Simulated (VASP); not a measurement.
# CaO (Fm-3m) in VASP: notebook

Runs on CaO. Level: PBE. Tasks: density of states, vibrations by perturbation theory, elastic constants.

Everything below comes from runs of VASP 6.6.1. Logs are shortened: lines on timing, memory, paths and dates and some standing lists are left out, and cuts for length are marked.

**1. The cell of the first run**

Symmetry: Fm-3m, No. 225, cubic system. Conventional cell: a = 4.830 Å, b = 4.830 Å, c = 4.830 Å, α = 90.00°, β = 90.00°, γ = 90.00°. Within 3.2 Å of Ca (site symmetry m-3m) lie 6 O at 2.42 Å. Within 3.2 Å of O (site symmetry m-3m) lie 6 Ca at 2.42 Å.

**2. Density of states, PBE**

POSCAR

```
CaO
1.0
    0.0000000000      2.4151517513      2.4151517513
    2.4151517513      0.0000000000      2.4151517513
    2.4151517513      2.4151517513      0.0000000000
Ca O
1 1
Direct
    0.5000000000      0.5000000000      0.5000000000
    0.0000000000      0.0000000000      0.0000000000
```

INCAR.step1

```
SYSTEM = CaO
PREC = Accurate
ENCUT = 520
EDIFF = 1E-6
ISMEAR = 0
SIGMA = 0.02
LREAL = .FALSE.
LASPH = .TRUE.
NELM = 120
ALGO = Normal
ISIF = 2
LWAVE = .FALSE.
LCHARG = .TRUE.
GGA = PE
NBANDS = 15
GGA_COMPAT = .FALSE.
NEDOS = 2001
LORBIT = 11
```

KPOINTS.step1

```
regular mesh
0
G
  8 8 8
  0 0 0
```

INCAR.step2

```
SYSTEM = CaO
PREC = Accurate
ENCUT = 520
EDIFF = 1E-6
ISMEAR = -5
SIGMA = 0.02
LREAL = .FALSE.
LASPH = .TRUE.
NELM = 120
ALGO = Normal
ISIF = 2
LWAVE = .FALSE.
LCHARG = .FALSE.
GGA = PE
LORBIT = 11
NEDOS = 1001
ICHARG = 11
GGA_COMPAT = .FALSE.
```

KPOINTS.step2

```
regular mesh
0
G
  12 12 12
  0 0 0
```

Potentials or basis: VASP PAW PBE potentials, release 64 (Ca_sv, O).

On the command line:

```console
> cat potpaw_PBE.64/Ca_sv/POTCAR potpaw_PBE.64/O/POTCAR > POTCAR
> cp INCAR.step1 INCAR
> cp KPOINTS.step1 KPOINTS
> mpirun -np 1 vasp_std > vasp.out
> cp INCAR.step2 INCAR
> cp KPOINTS.step2 KPOINTS
> mpirun -np 1 vasp_std > vasp.out
```

OUTCAR:

```text
SYSTEM = CaO
   PREC = Accurate
   ENCUT = 520
   EDIFF = 1E-6
   ISMEAR = -5
   LREAL = .FALSE.
   LASPH = .TRUE.
   NELM = 120
   ISIF = 2
   GGA = PE
   LORBIT = 11
   ICHARG = 11

 ion  position               nearest neighbor table
   1  0.500  0.500  0.500-   2 2.42   2 2.42   2 2.42   2 2.42   2 2.42   2 2.42
   2  0.000  0.000  0.000-   1 2.42   1 2.42   1 2.42   1 2.42   1 2.42   1 2.42

  LATTYP: Found a face centered cubic cell.
 ALAT       =     4.8303035026

  Lattice vectors:

 A1 = (   0.0000000000,   2.4151517513,   2.4151517513)
 A2 = (   2.4151517513,   0.0000000000,   2.4151517513)
 A3 = (   2.4151517513,   2.4151517513,   0.0000000000)

Analysis of symmetry for initial positions (statically):
=====================================================================
 Subroutine PRICEL returns:
 Original cell was already a primitive cell.

 Routine SETGRP: Setting up the symmetry group for a
 face centered cubic supercell.

 Subroutine GETGRP returns: Found 48 space group operations
 (whereof 48 operations were pure point group operations)
 out of a pool of 48 trial point group operations.

The static configuration has the point symmetry O_h .

Analysis of symmetry for dynamics (positions and initial velocities):
=====================================================================
 Subroutine PRICEL returns:
 Original cell was already a primitive cell.

 Routine SETGRP: Setting up the symmetry group for a
 face centered cubic supercell.

 Subroutine GETGRP returns: Found 48 space group operations
 (whereof 48 operations were pure point group operations)
 out of a pool of 48 trial point group operations.

The dynamic configuration has the point symmetry O_h .

 Subroutine INISYM returns: Found 48 space group operations
 (whereof 48 operations are pure point group operations),
 and found     1 'primitive' translations

----------------------------------------------------------------------------------------

                                     Primitive cell

  volume of cell :      28.1750

  direct lattice vectors                    reciprocal lattice vectors
     0.000000000  2.415151751  2.415151751    -0.207026329  0.207026329  0.207026329
     2.415151751  0.000000000  2.415151751     0.207026329 -0.207026329  0.207026329
     2.415151751  2.415151751  0.000000000     0.207026329  0.207026329 -0.207026329

  length of vectors
     3.415540362  3.415540362  3.415540362     0.358580120  0.358580120  0.358580120

  position of ions in fractional coordinates (direct lattice)
     0.500000000  0.500000000  0.500000000
     0.000000000  0.000000000  0.000000000

  ion indices of the primitive-cell ions
   primitive index   ion index
                 1           1
                 2           2

----------------------------------------------------------------------------------------

 KPOINTS: regular mesh

Automatic generation of k-mesh.
 Grid dimensions read from file:
 generate k-points for:   12   12   12

 Generating k-lattice:

  Cartesian coordinates                     Fractional coordinates (reciprocal lattice)
    -0.017252194  0.017252194  0.017252194     0.083333333  0.000000000  0.000000000
     0.017252194 -0.017252194  0.017252194     0.000000000  0.083333333  0.000000000
     0.017252194  0.017252194 -0.017252194     0.000000000  0.000000000  0.083333333

  Length of vectors
     0.029881677  0.029881677  0.029881677

  Shift w.r.t. Gamma in fractional coordinates (k-lattice)
     0.000000000  0.000000000  0.000000000

 TETIRR: Found    247 inequivalent tetrahedra from    10368

 Subroutine IBZKPT returns following result:
 ===========================================

 Found     72 irreducible k-points:

 Following reciprocal coordinates:
            Coordinates               Weight
  0.000000  0.000000  0.000000      1.000000
  0.083333  0.000000  0.000000      8.000000
  0.166667  0.000000  0.000000      8.000000
  0.250000  0.000000  0.000000      8.000000
  0.333333  0.000000  0.000000      8.000000
  0.416667  0.000000  0.000000      8.000000
[... 16 lines left out ...]
  0.500000  0.166667  0.000000     24.000000
 -0.416667  0.166667  0.000000     24.000000
 [... further k-points ...]
   k-points           NKPTS =     72   k-points in BZ     NKDIM =     72   number of bands    NBANDS=     12
   number of dos      NEDOS =   1001   number of ions     NIONS =      2
   total plane-waves  NPLWV =  21952
   dimension x,y,z NGX =    28 NGY =   28 NGZ =   28
   dimension x,y,z NGXF=    56 NGYF=   56 NGZF=   56
   ions per type =               1   1
   NGX,Y,Z   is equivalent  to a cutoff of  13.63, 13.63, 13.63 a.u.
   NGXF,Y,Z  is equivalent  to a cutoff of  27.26, 27.26, 27.26 a.u.
 SYSTEM =  CaO
   PREC   = accura    normal or accurate (medium, high low for compatibility)
   ISTART =      0    job   : 0-new  1-cont  2-samecut
   ICHARG =     11    charge: 1-file 2-atom 10-const
   ISPIN  =      1    spin polarized calculation?
   LNONCOLLINEAR =      F non collinear calculations
   LSORBIT =      F    spin-orbit coupling
   LASPH  =      T    aspherical Exc in radial PAW
   ENCUT  =  520.0 eV  38.22 Ry    6.18 a.u.   6.35  6.35  6.35*2*pi/ulx,y,z
   NELM   =    120;   NELMIN=  2; NELMDL=  0     # of ELM steps
   EDIFF  = 0.1E-05   stopping-criterion for ELM
   LREAL  =      F    real-space projection
   EDIFFG = 0.1E-04   stopping-criterion for IOM
   NSW    =      0    number of steps for IOM
   IBRION =     -1    ionic relax: 0-MD 1-quasi-New 2-CG
   NFREE  =      0    steps in history (QN), initial steepest desc. (CG)
   ISIF   =      2    stress and relaxation
   ISYM   =      2    0-nonsym 1-usesym 2-fastsym
   POTIM  = 0.5000    time-step for ionic-motion
   TEBEG  =    0.0;   TEEND  =   0.0 temperature during run
   PSTRESS=    0.0 pullay stress
   NELECT =      16.0000    total number of electrons
   NUPDOWN=      -1.0000    fix difference up-down
   EMIN   =  10.00;   EMAX   =-10.00  energy-range for DOS
   EFERMI =   0.00;   METHOD = LEGACY
   ISMEAR =    -5;   SIGMA  =   0.02  broadening in eV -4-tet -1-fermi 0-gaus
   EFERMI_NEDOS =   21; number of points for ismear=-14 and -15
   IALGO  =     38    algorithm
   IMIX   =      4    mixing-type and parameters
     AMIX     =   0.40;   BMIX     =  1.00
     AMIX_MAG =   1.60;   BMIX_MAG =  1.00
  volume/ion in A,a.u.               =      14.09        95.07
  Fermi-wavevector in a.u.,A,eV,Ry     =   1.355690  2.561883 25.006086  1.837895
  Thomas-Fermi vector in A             =   2.482756
   LORBIT       =     11    0 simple, 1 ext, 2 COOP (PROOUT), +10 PAW based schemes
   GGA     = PE    functional components
   LHFCALC =     F    Hartree Fock is set to
   AEXX    =    0.0000 exact exchange contribution
   IVDW    =     0    specifies the selected vdW correction
   LEPSILON=     F    determine dielectric tensor
   LRPA    =     F    only Hartree local field effects (RPA)
 non-spin polarized calculation
 Fermi weights with tetrahedron method with Bloechl corrections
  energy-cutoff  :      520.00
  volume of cell :       28.17
 maximum number of plane-waves:       769
 NGX is ok and might be reduce to    28

 number of electron      15.9999999 magnetization

 Free energy of the ion-electron system (eV)
  ---------------------------------------------------
  ext. energy  EPLUGINS =         0.00000000
  ---------------------------------------------------
  free energy    TOTEN  =       -12.80522515 eV

  energy without entropy =      -12.80522515  energy(sigma->0) =      -12.80522515

 E-fermi :   2.3030     XC(G=0): -10.4032

 val. band max:        2.2657458934   @ k =   0.0000   0.0000   0.0000
 cond. band min:       5.9052393325   @ k =   0.5000   0.5000   0.0000
 fundamental gap:      3.6394934391
 Fermi energy:         2.3030176113

 k-point     1 :       0.0000    0.0000    0.0000
  band No.  band energies     occupation
      1     -35.4320      2.00000
      2     -16.2064      2.00000
      3     -16.2064      2.00000
      4     -16.2064      2.00000
      5     -13.2378      2.00000
      6       2.2657      2.00000
      7       2.2657      2.00000
      8       2.2657      2.00000
      9       6.8591      0.00000
     10       8.4547      0.00000
     11       8.4547      0.00000
     12       8.4547      0.00000

 k-point     2 :       0.0833    0.0000    0.0000
  band No.  band energies     occupation
      1     -35.4256      2.00000
      2     -16.2990      2.00000
      3     -16.2098      2.00000
      4     -16.2098      2.00000
      5     -13.1400      2.00000
      6       2.0092      2.00000
      7       2.1700      2.00000
      8       2.1700      2.00000
      9       7.1843      0.00000
     10       8.4283      0.00000
     11       8.5719      0.00000
     12       8.5719      0.00000

 k-point     3 :       0.1667    0.0000    0.0000
  band No.  band energies     occupation
      1     -35.4081      2.00000
      2     -16.5277      2.00000
      3     -16.2195      2.00000
      4     -16.2195      2.00000
      5     -12.8972      2.00000
      6       1.4154      2.00000
      7       1.9247      2.00000
      8       1.9247      2.00000
      9       7.9642      0.00000
     10       8.4280      0.00000
     11       8.9043      0.00000
     12       8.9043      0.00000
[... 286 lines left out ...]
 k-point    23 :       0.5000    0.1667    0.0000
  band No.  band energies     occupation
      1     -35.3286      2.00000
      2     -17.1035      2.00000
      3     -16.3602      2.00000
      4     -16.3001      2.00000
      5     -12.3054      2.00000
      6       0.0845      2.00000
      7       1.1168      2.00000
      8       1.2824      2.00000
      9       8.5003      0.00000
     10       9.7751      0.00000
     11      10.7831      0.00000
     12      11.1948      0.00000

 k-point    24 :      -0.4167    0.1667    0.0000
  band No.  band energies     occupation
      1     -35.3269      2.00000
      2     -17.1216      2.00000
      3     -16.3849      2.00000
      4     -16.2828      2.00000
      5     -12.2672      2.00000
      6       0.0191      2.00000
      7       1.1538      2.00000
      8       1.1688      2.00000
      9       9.0817      0.00000
     10       9.4089      0.00000
     11      10.5919      0.00000
     12      11.1878      0.00000

 [... further k-points ...]

------------------------ aborting loop because EDIFF is reached ----------------------------------------

  FORCE on cell =-STRESS in cart. coord.  units (eV):
  Direction    XX          YY          ZZ          XY          YZ          ZX
  --------------------------------------------------------------------------------------
  -------------------------------------------------------------------------------------
  Total        0.1029014      0.1029014      0.1029014     -0.0000000     -0.0000000      0.0000000
  in kB        5.8515159      5.8515159      5.8515159     -0.0000000     -0.0000000      0.0000000
  external PRESSURE =       5.8515159 kB  Pullay stress =       0.0000000 kB

 VOLUME and BASIS-vectors are now :
 -----------------------------------------------------------------------------
  energy-cutoff  :      520.00
  volume of cell :       28.17
      direct lattice vectors                 reciprocal lattice vectors
     0.000000000  2.415151751  2.415151751    -0.207026329  0.207026329  0.207026329
     2.415151751  0.000000000  2.415151751     0.207026329 -0.207026329  0.207026329
     2.415151751  2.415151751  0.000000000     0.207026329  0.207026329 -0.207026329

 POSITION                                       TOTAL-FORCE (eV/Angst)
 -----------------------------------------------------------------------------------
      2.41515      2.41515      2.41515         0.000000      0.000000      0.000000
      0.00000      0.00000      0.00000        -0.000000     -0.000000     -0.000000
 -----------------------------------------------------------------------------------
    total drift:                                0.000000      0.000000      0.000000

  FREE ENERGIE OF THE ION-ELECTRON SYSTEM (eV)
  ---------------------------------------------------
  free  energy   TOTEN  =       -12.8052251456 eV

  energy  without entropy=      -12.8052251456  energy(sigma->0) =      -12.80522515

 total charge

# of ion       s       p       d       tot
------------------------------------------
    1        2.040   5.879   0.294   8.212
    2        1.549   3.446   0.000   4.996
--------------------------------------------------
tot          3.589   9.325   0.294  13.208
```

It took 15 s on 1 thread of Intel Xeon 6975P-C (Granite Rapids), shared host; peak memory 0.16 GiB.

What came out:

```yaml
Valence_electrons_inside_the_program's_atomic_spheres: Ca 8.21; O 5.00
```

[end of part 1 of 2]
